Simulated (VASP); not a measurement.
# GaCo (Pm-3m) in VASP: notebook

The runs below take GaCo through single point, with r2SCAN, PBE.

Program: VASP 6.6.1. These are calculated values, not measurements. Logs are shortened: lines on timing, memory, paths and dates and some standing lists are left out, and cuts for length are marked.

### 1 The cell of the first run

The structure is cubic, space group Pm-3m (No. 221). The conventional cell has a = 2.841 Å, b = 2.841 Å, c = 2.841 Å, α = 90.00°, β = 90.00°, γ = 90.00°. Ga (site symmetry m-3m) has 8 Co at 2.46 Å and 6 Ga at 2.84 Å within 3.2 Å. Within 3.2 Å of Co (site symmetry m-3m) lie 8 Ga at 2.46 Å and 6 Co at 2.84 Å.

### 2 Single point, r2SCAN, collinear spin, ferromagnetic start

The input, POSCAR:

```
GaCo
1.0
    2.8410557729      0.0000000000      0.0000000000
    0.0000000000      2.8410557729      0.0000000000
    0.0000000000      0.0000000000      2.8410557729
Ga Co
1 1
Direct
    0.5000000000      0.5000000000      0.5000000000
    0.0000000000      0.0000000000      0.0000000000
```

The input, INCAR.step1:

```
SYSTEM = GaCo
ALGO     = Normal         ! electronic algorithm
EDIFF    = 1E-4           ! SCF threshold, eV
ENCUT    = 520            ! plane-wave cutoff, eV
GGA      = PE             ! functional
ISMEAR   = -1             ! smearing method
ISPIN    = 2              ! spin polarisation
LASPH    = .TRUE.         ! aspherical terms in the spheres
LCHARG   = .FALSE.        ! write CHGCAR
LMAXMIX  = 4              ! l up to which the mixer works
LREAL    = .FALSE.        ! projectors in reciprocal space
LWAVE    = .TRUE.         ! write WAVECAR
MAGMOM   = 0 2            ! initial moments
NBANDS   = 22             ! bands
NELM     = 150            ! most SCF steps
PREC     = Accurate       ! precision mode
SIGMA    = 0.05           ! smearing width, eV
```

The input, INCAR.step2:

```
SYSTEM = GaCo
ALGO     = Normal         ! electronic algorithm
EDIFF    = 1E-6           ! SCF threshold, eV
ENCUT    = 520            ! plane-wave cutoff, eV
ISIF     = 2              ! what is computed and relaxed
ISMEAR   = -1             ! smearing method
ISPIN    = 2              ! spin polarisation
ISTART   = 1            
LASPH    = .TRUE.         ! aspherical terms in the spheres
LCHARG   = .FALSE.        ! write CHGCAR
LMAXMIX  = 4              ! l up to which the mixer works
LMIXTAU  = .TRUE.       
LORBIT   = 11             ! projections on sites
LREAL    = .FALSE.        ! projectors in reciprocal space
LWAVE    = .FALSE.        ! write WAVECAR
MAGMOM   = 0 2            ! initial moments
METAGGA  = R2SCAN         ! meta-GGA
NBANDS   = 22             ! bands
NELM     = 150            ! most SCF steps
PREC     = Accurate       ! precision mode
SIGMA    = 0.05           ! smearing width, eV
```

The input, KPOINTS:

```
k-points
0
G
  9 9 9
  0 0 0
```

Potentials or basis: VASP PAW PBE potentials, release 64 (Ga_d, Co).

Started as:

```console
$ cat potpaw_PBE.64/Ga_d/POTCAR potpaw_PBE.64/Co/POTCAR > POTCAR
$ cp INCAR.step1 INCAR
$ mpirun -np 1 vasp_std > vasp.out
$ cp INCAR.step2 INCAR
$ mpirun -np 1 vasp_std > vasp.out
```

OUTCAR:

```text
SYSTEM = GaCo
   EDIFF = 1E-6
   ENCUT = 520
   ISIF = 2
   ISMEAR = -1
   ISPIN = 2
   ISTART = 1
   LASPH = .TRUE.
   LORBIT = 11
   LREAL = .FALSE.
   METAGGA = R2SCAN
   NELM = 150
   PREC = Accurate

 ion  position               nearest neighbor table
   1  0.500  0.500  0.500-   2 2.46   2 2.46   2 2.46   2 2.46   2 2.46   2 2.46   2 2.46   2 2.46

   2  0.000  0.000  0.000-   1 2.46   1 2.46   1 2.46   1 2.46   1 2.46   1 2.46   1 2.46   1 2.46

  LATTYP: Found a simple cubic cell.
 ALAT       =     2.8410557729

  Lattice vectors:

 A1 = (   2.8410557729,   0.0000000000,   0.0000000000)
 A2 = (   0.0000000000,   2.8410557729,   0.0000000000)
 A3 = (   0.0000000000,   0.0000000000,   2.8410557729)

Analysis of symmetry for initial positions (statically):
=====================================================================
 Subroutine PRICEL returns:
 Original cell was already a primitive cell.

 Routine SETGRP: Setting up the symmetry group for a
 simple cubic supercell.

 Subroutine GETGRP returns: Found 48 space group operations
 (whereof 48 operations were pure point group operations)
 out of a pool of 48 trial point group operations.

The static configuration has the point symmetry O_h .

Analysis of symmetry for dynamics (positions and initial velocities):
=====================================================================
 Subroutine PRICEL returns:
 Original cell was already a primitive cell.

 Routine SETGRP: Setting up the symmetry group for a
 simple cubic supercell.

 Subroutine GETGRP returns: Found 48 space group operations
 (whereof 48 operations were pure point group operations)
 out of a pool of 48 trial point group operations.

The dynamic configuration has the point symmetry O_h .

Analysis of structural, dynamic, and magnetic symmetry:
=====================================================================
 Subroutine PRICEL returns:
 Original cell was already a primitive cell.

 Routine SETGRP: Setting up the symmetry group for a
 simple cubic supercell.

 Subroutine GETGRP returns: Found 48 space group operations
 (whereof 48 operations were pure point group operations)
 out of a pool of 48 trial point group operations.

The overall configuration has the point symmetry O_h .

 Subroutine INISYM returns: Found 48 space group operations
 (whereof 48 operations are pure point group operations),
 and found     1 'primitive' translations

----------------------------------------------------------------------------------------

                                     Primitive cell

  volume of cell :      22.9319

  direct lattice vectors                    reciprocal lattice vectors
     2.841055773  0.000000000  0.000000000     0.351981826  0.000000000  0.000000000
     0.000000000  2.841055773  0.000000000     0.000000000  0.351981826  0.000000000
     0.000000000  0.000000000  2.841055773     0.000000000  0.000000000  0.351981826

  length of vectors
     2.841055773  2.841055773  2.841055773     0.351981826  0.351981826  0.351981826

  position of ions in fractional coordinates (direct lattice)
     0.500000000  0.500000000  0.500000000
     0.000000000  0.000000000  0.000000000

  ion indices of the primitive-cell ions
   primitive index   ion index
                 1           1
                 2           2

----------------------------------------------------------------------------------------

 KPOINTS: k-points

Automatic generation of k-mesh.
 Grid dimensions read from file:
 generate k-points for:    9    9    9

 Generating k-lattice:

  Cartesian coordinates                     Fractional coordinates (reciprocal lattice)
     0.039109092  0.000000000  0.000000000     0.111111111  0.000000000  0.000000000
     0.000000000  0.039109092  0.000000000     0.000000000  0.111111111  0.000000000
     0.000000000  0.000000000  0.039109092     0.000000000  0.000000000  0.111111111

  Length of vectors
     0.039109092  0.039109092  0.039109092

  Shift w.r.t. Gamma in fractional coordinates (k-lattice)
     0.000000000  0.000000000  0.000000000

 Subroutine IBZKPT returns following result:
 ===========================================

 Found     35 irreducible k-points:

 Following reciprocal coordinates:
            Coordinates               Weight
  0.000000  0.000000  0.000000      1.000000
  0.111111  0.000000  0.000000      6.000000
  0.222222  0.000000  0.000000      6.000000
  0.333333  0.000000  0.000000      6.000000
  0.444444  0.000000  0.000000      6.000000
  0.111111  0.111111  0.000000     12.000000
[... 16 lines left out ...]
  0.333333  0.333333  0.111111     24.000000
  0.444444  0.333333  0.111111     48.000000
 [... further k-points ...]
   k-points           NKPTS =     35   k-points in BZ     NKDIM =     35   number of bands    NBANDS=     22
   number of dos      NEDOS =    301   number of ions     NIONS =      2
   total plane-waves  NPLWV =  13824
   dimension x,y,z NGX =    24 NGY =   24 NGZ =   24
   dimension x,y,z NGXF=    48 NGYF=   48 NGZF=   48
   ions per type =               1   1
   NGX,Y,Z   is equivalent  to a cutoff of  14.04, 14.04, 14.04 a.u.
   NGXF,Y,Z  is equivalent  to a cutoff of  28.09, 28.09, 28.09 a.u.
 SYSTEM =  GaCo
   PREC   = accura    normal or accurate (medium, high low for compatibility)
   ISTART =      1    job   : 0-new  1-cont  2-samecut
   ICHARG =      0    charge: 1-file 2-atom 10-const
   ISPIN  =      2    spin polarized calculation?
   LNONCOLLINEAR =      F non collinear calculations
   LSORBIT =      F    spin-orbit coupling
   LASPH  =      T    aspherical Exc in radial PAW
   ENCUT  =  520.0 eV  38.22 Ry    6.18 a.u.   5.28  5.28  5.28*2*pi/ulx,y,z
   NELM   =    150;   NELMIN=  2; NELMDL=  0     # of ELM steps
   EDIFF  = 0.1E-05   stopping-criterion for ELM
   LREAL  =      F    real-space projection
   EDIFFG = 0.1E-04   stopping-criterion for IOM
   NSW    =      0    number of steps for IOM
   IBRION =     -1    ionic relax: 0-MD 1-quasi-New 2-CG
   NFREE  =      0    steps in history (QN), initial steepest desc. (CG)
   ISIF   =      2    stress and relaxation
   ISYM   =      2    0-nonsym 1-usesym 2-fastsym
   POTIM  = 0.5000    time-step for ionic-motion
   TEBEG  =    0.0;   TEEND  =   0.0 temperature during run
   PSTRESS=    0.0 pullay stress
   NELECT =      22.0000    total number of electrons
   NUPDOWN=      -1.0000    fix difference up-down
   EMIN   =  10.00;   EMAX   =-10.00  energy-range for DOS
   EFERMI =   0.00;   METHOD = LEGACY
   ISMEAR =    -1;   SIGMA  =   0.05  broadening in eV -4-tet -1-fermi 0-gaus
   EFERMI_NEDOS =   21; number of points for ismear=-14 and -15
   IALGO  =     38    algorithm
   IMIX   =      4    mixing-type and parameters
     AMIX     =   0.40;   BMIX     =  1.00
     AMIX_MAG =   1.60;   BMIX_MAG =  1.00
  volume/ion in A,a.u.               =      11.47        77.38
  Fermi-wavevector in a.u.,A,eV,Ry     =   1.614616  3.051182 35.470190  2.606985
  Thomas-Fermi vector in A             =   2.709496
   LORBIT       =     11    0 simple, 1 ext, 2 COOP (PROOUT), +10 PAW based schemes
   METAGGA = R2SCAN    functional components
   LHFCALC =     F    Hartree Fock is set to
   AEXX    =    0.0000 exact exchange contribution
   IVDW    =     0    specifies the selected vdW correction
   LEPSILON=     F    determine dielectric tensor
   LRPA    =     F    only Hartree local field effects (RPA)
 spin polarized calculation
  energy-cutoff  :      520.00
  volume of cell :       22.93
 maximum number of plane-waves:       635
 NGX is ok and might be reduce to    24
   NGX = 11   NGY = 11   NGZ = 11

 number of electron      21.9999998 magnetization      -0.0024870

 number of electron      21.9999998 magnetization       0.0003750

 Free energy of the ion-electron system (eV)
  ---------------------------------------------------
  ext. energy  EPLUGINS =         0.00000000
  ---------------------------------------------------
  free energy    TOTEN  =       -25.05142591 eV

  energy without entropy =      -25.04425651  energy(sigma->0) =      -25.04784121

 E-fermi :  10.2005     XC(G=0): -14.8250

 val. band max:       10.1488548908   @ k =   0.4444   0.4444   0.1111
 cond. band min:      10.2768075425   @ k =   0.4444   0.3333   0.0000
 fundamental gap:      0.1279526517
 Fermi energy:        10.2005445747

 spin component 1

 k-point     1 :       0.0000    0.0000    0.0000
  band No.  band energies     occupation
      1      -5.5935      1.00000
      2      -5.5935      1.00000
      3      -5.1863      1.00000
      4      -5.1863      1.00000
      5      -5.1863      1.00000
      6      -2.8224      1.00000
[... 14 lines left out ...]
     21      37.8580      0.00000
     22      37.8580      0.00000
[... 552 lines left out ...]
  band No.  band energies     occupation
      1      -5.4987      1.00000
      2      -5.3941      1.00000
      3      -5.3326      1.00000
      4      -5.3001      1.00000
      5      -5.1011      1.00000
      6       2.8125      1.00000
[... 14 lines left out ...]
     21      35.4714      0.00000
     22      37.2490      0.00000

 [... further k-points ...]

 spin component 2

 k-point     1 :       0.0000    0.0000    0.0000
  band No.  band energies     occupation
      1      -5.5935      1.00000
      2      -5.5935      1.00000
      3      -5.1863      1.00000
      4      -5.1863      1.00000
      5      -5.1863      1.00000
      6      -2.8226      1.00000
[... 14 lines left out ...]
     21      37.8583      0.00000
     22      37.8583      0.00000
[... 552 lines left out ...]
  band No.  band energies     occupation
      1      -5.4987      1.00000
      2      -5.3941      1.00000
      3      -5.3326      1.00000
      4      -5.3001      1.00000
      5      -5.1011      1.00000
      6       2.8124      1.00000
[... 14 lines left out ...]
     21      35.4713      0.00000
     22      37.2490      0.00000

 [... further k-points ...]

------------------------ aborting loop because EDIFF is reached ----------------------------------------

  FORCE on cell =-STRESS in cart. coord.  units (eV):
  Direction    XX          YY          ZZ          XY          YZ          ZX
  --------------------------------------------------------------------------------------
  -------------------------------------------------------------------------------------
  Total        0.1285430      0.1285430      0.1285430     -0.0000000     -0.0000000      0.0000000
  in kB        8.9809000      8.9809000      8.9809000     -0.0000000     -0.0000000      0.0000000
  external PRESSURE =       8.9809000 kB  Pullay stress =       0.0000000 kB

 VOLUME and BASIS-vectors are now :
 -----------------------------------------------------------------------------
  energy-cutoff  :      520.00
  volume of cell :       22.93
      direct lattice vectors                 reciprocal lattice vectors
     2.841055773  0.000000000  0.000000000     0.351981826  0.000000000  0.000000000
     0.000000000  2.841055773  0.000000000     0.000000000  0.351981826  0.000000000
     0.000000000  0.000000000  2.841055773     0.000000000  0.000000000  0.351981826

 POSITION                                       TOTAL-FORCE (eV/Angst)
 -----------------------------------------------------------------------------------
      1.42053      1.42053      1.42053         0.000000      0.000000      0.000000
      0.00000      0.00000      0.00000         0.000000      0.000000      0.000000
 -----------------------------------------------------------------------------------
    total drift:                                0.000000      0.000000     -0.000000

  FREE ENERGIE OF THE ION-ELECTRON SYSTEM (eV)
  ---------------------------------------------------
  free  energy   TOTEN  =       -25.0514259120 eV

  energy  without entropy=      -25.0442565090  energy(sigma->0) =      -25.04784121

 total charge

# of ion       s       p       d       tot
------------------------------------------
    1        0.823   0.920  10.075  11.818
    2        0.417   0.517   7.533   8.468
--------------------------------------------------
tot          1.240   1.437  17.608  20.286

 magnetization (x)

# of ion       s       p       d       tot
------------------------------------------
    1       -0.000  -0.000  -0.000  -0.000
    2       -0.000  -0.000   0.001   0.001
--------------------------------------------------
tot         -0.000  -0.000   0.001   0.001
```

Run time: 78 s. Hardware: 1 thread of Intel Xeon Platinum 8375C at 2.90GHz (Ice Lake), shared host; peak memory 0.18 GiB.

Results:

```
Free energy                                           : -25.0514 eV
Pressure                                              : 0.9 GPa
Band gap on the k mesh                                : zero (filled and empty bands overlap)
Net moment                                            : 0.00 μB per cell
Valence electrons inside the program's atomic spheres : Ga 11.82; Co 8.47
```

Caveat: the starting moments collapsed, and a magnetic state may lie lower; the PAW data sets were made with another functional, which shifts forces and pressure a little.

### 3 Single point, r2SCAN, collinear spin, ferromagnetic start

This run uses another cell than the first one, of 11.58 Å³/atom, 1.010 times its volume.

The input, POSCAR:

```
GaCo
1.0
    2.8506674903      0.0000000000      0.0000000000
    0.0000000000      2.8506674903      0.0000000000
    0.0000000000      0.0000000000      2.8506674903
Ga Co
1 1
Direct
    0.5000000000      0.5000000000      0.5000000000
    0.0000000000      0.0000000000      0.0000000000
```

The input, INCAR.step1:

```
PREC = Accurate
ENCUT = 520
ISMEAR = -1
SIGMA = 0.05
LREAL = False
LASPH = True
NELM = 150
ISPIN = 2
MAGMOM = 0 2
LMAXMIX = 4
NBANDS = 22
GGA = PE
ALGO = Normal
EDIFF = 1E-4
LWAVE = True
LCHARG = False
```

The input, INCAR.step2:

```
PREC = Accurate
ENCUT = 520
EDIFF = 1E-6
ISMEAR = -1
SIGMA = 0.05
LREAL = False
LASPH = True
NELM = 150
ALGO = Normal
ISIF = 2
LWAVE = False
LCHARG = False
ISPIN = 2
MAGMOM = 0 2
LORBIT = 11
LMAXMIX = 4
METAGGA = R2SCAN
LMIXTAU = True
NBANDS = 22
ISTART = 1
```

The input, KPOINTS:

```
regular mesh
0
Gamma
  9 9 9
```

Potentials or basis: VASP PAW PBE potentials, release 64 (Ga_d, Co).

Started as:

```console
$ cat potpaw_PBE.64/Ga_d/POTCAR potpaw_PBE.64/Co/POTCAR > POTCAR
$ cp INCAR.step1 INCAR
$ mpirun -np 1 vasp_std > vasp.out
$ cp INCAR.step2 INCAR
$ mpirun -np 1 vasp_std > vasp.out
```

Wall time 2.2 min (1 thread of Intel Xeon Platinum 8375C at 2.90GHz (Ice Lake), shared host); peak memory 0.18 GiB.

The run converged. Its results:

```
Free energy                                           : -25.0511 eV
Pressure                                              : -0.8 GPa
Band gap on the k mesh                                : zero (filled and empty bands overlap)
Net moment                                            : 0.00 μB per cell
Valence electrons inside the program's atomic spheres : Ga 11.80; Co 8.45
```

Levels at points of the mesh, in eV from the Fermi level:
Spin up:
```
           k point  band 7  band 8  band 9  band 10  band 11  band 12  band 13  band 14  band 15  band 16
(0.00, 0.00, 0.00)   -2.73   -2.73   -0.93    -0.93    -0.93     5.60     5.60     5.60    11.48    11.48
```
Spin down:
| k point | band 8 | band 9 | band 10 | band 11 | band 12 | band 13 | band 14 | band 15 |
| --- | --- | --- | --- | --- | --- | --- | --- | --- |
| (0.00, 0.00, 0.00) | -2.72 | -0.93 | -0.93 | -0.93 | 5.60 | 5.60 | 5.60 | 11.48 |

Caveat: the starting moments collapsed, and a magnetic state may lie lower; the PAW data sets were made with another functional, which shifts forces and pressure a little.

### 4 Single point, PBE, collinear spin, ferromagnetic start (volume scaled by 0.96)

The input, INCAR:

```
ALGO = Normal ; EDIFF = 1E-6
ENCUT = 520 ; GGA = PE
ISIF = 2 ; ISMEAR = -1
ISPIN = 2 ; LASPH = True
LCHARG = True ; LELF = True
LMAXMIX = 4 ; LORBIT = 11
LREAL = False ; LVHAR = True
LWAVE = False ; MAGMOM = 0 2
NBANDS = 22 ; NELM = 150
PREC = Accurate ; SIGMA = 0.05
```

The input, KPOINTS:

```
k-points
0
Gamma
  9 9 9
```

The input, POSCAR:

```
GaCo
1.0
    2.8391033400      0.0000000000      0.0000000000
    0.0000000000      2.8391033400      0.0000000000
    0.0000000000      0.0000000000      2.8391033400
Ga Co
1 1
Direct
    0.5000000000      0.5000000000      0.5000000000
    0.0000000000      0.0000000000      0.0000000000
```

Started as:

```console
$ cat potpaw_PBE.64/Ga_d/POTCAR potpaw_PBE.64/Co/POTCAR > POTCAR
$ mpirun -np 1 vasp_std > vasp.out
```

Run time: 24 s. Hardware: 1 thread of Intel Xeon Platinum 8488C (Sapphire Rapids), shared host; peak memory 0.16 GiB.

The run converged. Its results:

| Quantity | Value |
| --- | --- |
| Free energy | -10.4530 eV |
| Pressure | 9.0 GPa |
| Band gap on the k mesh | zero (filled and empty bands overlap) |
| Net moment | 0.00 μB per cell |
| Valence electrons inside the program's atomic spheres | Ga 11.85; Co 8.43 |

Levels at points of the mesh, in eV from the Fermi level:
Spin up:
```
           k point  band 8  band 9  band 10  band 11  band 12  band 13  band 14  band 15
(0.00, 0.00, 0.00)   -2.69   -0.77    -0.77    -0.77     5.36     5.36     5.36    11.33
```
Spin down:
| k point | band 8 | band 9 | band 10 | band 11 | band 12 | band 13 | band 14 | band 15 |
| --- | --- | --- | --- | --- | --- | --- | --- | --- |
| (0.00, 0.00, 0.00) | -2.69 | -0.77 | -0.77 | -0.77 | 5.36 | 5.36 | 5.36 | 11.33 |

Caveat: the cell differs from its parent crystal (volume scaled by 0.96); the starting moments collapsed, and a magnetic state may lie lower.

[end of part 1 of 3]
